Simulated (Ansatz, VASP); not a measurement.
**Two plane-wave programs on BeS**

```xyz
2
Lattice="0.0000 2.4077 2.4077 2.4077 0.0000 2.4077 2.4077 2.4077 0.0000" Properties=species:S:1:pos:R:3 pbc="T T T"
Be    0.0000    0.0000    0.0000
S     1.2039    1.2039    1.2039
```

Alike in both runs: task single point; functional PBE; dispersion D3(BJ); k mesh 8 × 8 × 8; occupations gaussian, width 0.02 eV; no spin polarisation.

```csv
,VASP,Ansatz
version,VASP 6.6.1,Ansatz 0.2.0
potentials or method,"VASP PAW PBE potentials, release 64 (Be, S), cutoff 600 eV","scalar-relativistic, plane waves, PAW"
valence electrons in the cell,8,8
```

```tsv
	VASP	Ansatz	Ansatz less VASP
gap on the k mesh at the Fermi level (eV)	3.06	3.06	+0.001
least direct gap on the mesh (eV)	5.66	5.64	-0.016
pressure (GPa)	0.1	0.0	-0.07
```
